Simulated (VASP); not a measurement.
# PbS (R-3m) in VASP: notebook, part 3 of 3

VASP 6.6.1. The steps go on from the part before.

## (6) Electric field gradients, PBE (equal xy, yz and zx shear strains of +2 %)

INCAR reads:

```
SYSTEM = PbS
ALGO = Normal ; EDIFF = 1E-8
ENCUT = 520 ; GGA = PE
ISIF = 2 ; ISMEAR = -1
LASPH = .True. ; LCHARG = .False.
LEFG = .True. ; LREAL = .False.
LWAVE = .False. ; NBANDS = 17
NELM = 60 ; PREC = Accurate
SIGMA = 0.01
```

KPOINTS reads:

```
k-points
0
Gamma
  8 8 8
  0 0 0
```

POSCAR reads:

```
PbS
1.0
    0.0593000000      2.9946500000      2.9946500000
    2.9946500000      0.0593000000      2.9946500000
    2.9946500000      2.9946500000      0.0593000000
Pb S
1 1
Direct
    0.0000000000      0.0000000000      0.0000000000
    0.5000000000      0.5000000000      0.5000000000
```

Potentials or basis: VASP PAW PBE potentials, release 64 (Pb_d, S).

Command:

```bash
cat potpaw_PBE.64/Pb_d/POTCAR potpaw_PBE.64/S/POTCAR > POTCAR
mpirun -np 1 vasp_std > vasp.out
```

OUTCAR:

```text
SYSTEM = PbS
   EDIFF = 1E-8
   ENCUT = 520
   GGA = PE
   ISIF = 2
   ISMEAR = -1
   LASPH = .True.
   LREAL = .False.
   NELM = 60
   PREC = Accurate

 ion  position               nearest neighbor table
   1  0.000  0.000  0.000-   2 2.97   2 2.97   2 2.97   2 2.97   2 2.97   2 2.97
   2  0.500  0.500  0.500-   1 2.97   1 2.97   1 2.97   1 2.97   1 2.97   1 2.97

  LATTYP: Found a trigonal (rhomboedric) cell.
 ALAT       =     4.2354897869
 COS(alpha) =     0.5197000882

  Lattice vectors:

 A1 = (   0.0593000000,   2.9946500000,   2.9946500000)
 A2 = (   2.9946500000,   0.0593000000,   2.9946500000)
 A3 = (   2.9946500000,   2.9946500000,   0.0593000000)

Analysis of symmetry for initial positions (statically):
=====================================================================
 Subroutine PRICEL returns:
 Original cell was already a primitive cell.

 Routine SETGRP: Setting up the symmetry group for a
 trigonal (rhombohedral) supercell.

 Subroutine GETGRP returns: Found 12 space group operations
 (whereof 12 operations were pure point group operations)
 out of a pool of 12 trial point group operations.

The static configuration has the point symmetry D_3d.

Analysis of symmetry for dynamics (positions and initial velocities):
=====================================================================
 Subroutine PRICEL returns:
 Original cell was already a primitive cell.

 Routine SETGRP: Setting up the symmetry group for a
 trigonal (rhombohedral) supercell.

 Subroutine GETGRP returns: Found 12 space group operations
 (whereof 12 operations were pure point group operations)
 out of a pool of 12 trial point group operations.

[... 158 lines left out ...]
      3     -10.9903      2.00000
      4     -10.9730      2.00000
      5     -10.9730      2.00000
      6      -7.7685      2.00000
[... 457 lines left out ...]
      4     -10.9704      2.00000
      5     -10.9542      2.00000
      6      -7.0018      2.00000
[... 9 lines left out ...]
     16      15.2040      0.00000
     17      16.8691      0.00000

 [... further k-points ...]

------------------------ aborting loop because EDIFF is reached ----------------------------------------

  FORCE on cell =-STRESS in cart. coord.  units (eV):
  Direction    XX          YY          ZZ          XY          YZ          ZX
  --------------------------------------------------------------------------------------
  -------------------------------------------------------------------------------------
  Total        0.7164674      0.7164674      0.7164674     -0.1327440     -0.1327440     -0.1327440
  in kB       22.0258355     22.0258355     22.0258355     -4.0808523     -4.0808523     -4.0808523
  external PRESSURE =      22.0258355 kB  Pullay stress =       0.0000000 kB

 VOLUME and BASIS-vectors are now :
 -----------------------------------------------------------------------------
  energy-cutoff  :      520.00
  volume of cell :       52.12
      direct lattice vectors                 reciprocal lattice vectors
     0.059300000  2.994650000  2.994650000    -0.172007413  0.168667464  0.168667464
     2.994650000  0.059300000  2.994650000     0.168667464 -0.172007413  0.168667464
     2.994650000  2.994650000  0.059300000     0.168667464  0.168667464 -0.172007413

 POSITION                                       TOTAL-FORCE (eV/Angst)
 -----------------------------------------------------------------------------------
      0.00000      0.00000      0.00000         0.000000     -0.000000      0.000000
      3.02430      3.02430      3.02430        -0.000000      0.000000     -0.000000
 -----------------------------------------------------------------------------------
    total drift:                                0.000000     -0.000000     -0.000000

  FREE ENERGIE OF THE ION-ELECTRON SYSTEM (eV)
  ---------------------------------------------------
  free  energy   TOTEN  =        -8.7513755352 eV

  energy  without entropy=       -8.7513753551  energy(sigma->0) =       -8.75137545

 Electric field gradients (V/A^2)
---------------------------------------------------------------------
 ion       V_xx      V_yy      V_zz      V_xy      V_xz      V_yz
---------------------------------------------------------------------
   1       0.000     0.000    -0.000    -2.177    -2.177    -2.177
   2      -0.000    -0.000     0.000     2.954     2.954     2.954
---------------------------------------------------------------------

 Electric field gradients after diagonalization (V/A^2)
 (convention: |V_zz| > |V_xx| > |V_yy|)
----------------------------------------------------------------------
 ion       V_xx      V_yy      V_zz     asymmetry (V_yy - V_xx)/ V_zz
----------------------------------------------------------------------
   1       2.177     2.177    -4.353       0.000
   2      -2.954    -2.954     5.909       0.000
----------------------------------------------------------------------

           NMR quadrupolar parameters

 Cq : quadrupolar parameter    Cq=e*Q*V_zz/h
 eta: asymmetry parameters     (V_yy - V_xx)/ V_zz
 Q  : nuclear electric quadrupole moment in mb (millibarn)
----------------------------------------------------------------------
 ion       Cq(MHz)       eta       Q (mb)
----------------------------------------------------------------------
   1      -0.011       0.000       1.000
   2       0.014       0.000       1.000
----------------------------------------------------------------------
```

OSZICAR:

```text
N       E                     dE             d eps       ncg     rms          rms(c)
DAV:   1     0.160861202621E+03    0.16086E+03   -0.96846E+03  2218   0.123E+03
DAV:   2     0.317236541126E+01   -0.15769E+03   -0.15212E+03  2362   0.318E+02
DAV:   3    -0.892440812110E+01   -0.12097E+02   -0.12019E+02  2861   0.931E+01
DAV:   4    -0.922402448338E+01   -0.29962E+00   -0.29928E+00  2880   0.160E+01
DAV:   5    -0.923488397296E+01   -0.10859E-01   -0.10859E-01  3282   0.295E+00    0.464E+00
DAV:   6    -0.874773850132E+01    0.48715E+00   -0.13832E+00  3455   0.799E+00    0.326E+00
DAV:   7    -0.874805497719E+01   -0.31648E-03   -0.14294E-01  2640   0.190E+00    0.187E+00
DAV:   8    -0.875166527953E+01   -0.36103E-02   -0.16204E-02  2624   0.138E+00    0.257E-01
DAV:   9    -0.875118787648E+01    0.47740E-03   -0.33348E-03  3493   0.509E-01    0.829E-02
DAV:  10    -0.875136709204E+01   -0.17922E-03   -0.36344E-04  2509   0.115E-01    0.545E-02
DAV:  11    -0.875137460723E+01   -0.75152E-05   -0.62407E-05  3050   0.863E-02    0.177E-02
DAV:  12    -0.875137542247E+01   -0.81525E-06   -0.43385E-06  2886   0.208E-02    0.286E-03
DAV:  13    -0.875137544035E+01   -0.17880E-07   -0.20649E-07  2992   0.412E-03    0.138E-03
DAV:  14    -0.875137550615E+01   -0.65793E-07   -0.11878E-07  2502   0.191E-03    0.659E-04
DAV:  15    -0.875137552287E+01   -0.16723E-07   -0.26001E-09  2476   0.692E-04    0.261E-04
DAV:  16    -0.875137553483E+01   -0.11955E-07   -0.83823E-10  1421   0.229E-04    0.781E-05
DAV:  17    -0.875137553519E+01   -0.36061E-09   -0.12416E-10  1431   0.159E-04
   1 F= -.87513755E+01 E0= -.87513754E+01  d E =-.180124E-06
```

It took 22 s on 1 thread of Intel Xeon 6975P-C (Granite Rapids), shared host; peak memory 0.21 GiB.

Results:

```yaml
Free_energy: -8.7514 eV
Pressure: 2.2 GPa
Band_gap_on_the_k_mesh: 0.18 eV, indirect (least direct gap 0.33 eV)
```

Stress tensor (GPa, compression positive):
```
 2.20 -0.41 -0.41
-0.41  2.20 -0.41
-0.41 -0.41  2.20
```

Electric field gradients, principal values (V/Å²):
```tsv
atom	least	middle	greatest (by size)
1 Pb	2.177	2.177	-4.353
2 S	-2.954	-2.954	5.909
```

Caveat: the cell differs from its parent crystal (equal xy, yz and zx shear strains of +2 %); without QUAD_EFG the Cq values of the log hold for a quadrupole moment of 1 mb, not for the nuclei; spin-orbit coupling is left out, which moves the levels of the heavy elements. A k mesh can miss the band edges.

## (7) Overview

| cell | gap on the mesh (eV) | pressure (GPa) |
| --- | --- | --- |
| a = 4.131 Å, angles 62.0°, 2 atoms | 0.07 | 2.2 |
| a = 4.172 Å, angles 60.7°, 2 atoms | 0.26 | 2.2 |
| a = 4.235 Å, angles 58.7°, 2 atoms | 0.18 | 2.2 |

Alike in all rows: task electric field gradients; level PBE; potentials or basis VASP PAW PBE potentials, release 64 (Pb_d, S); no spin polarisation; k mesh 8 × 8 × 8; cutoff (eV) 520; smearing fermi-dirac 0.01 eV.

Caveats: spin-orbit coupling is left out, which moves the levels of the heavy elements.

Total energies depend on the potentials used, so only differences within one code and one set of settings carry meaning.
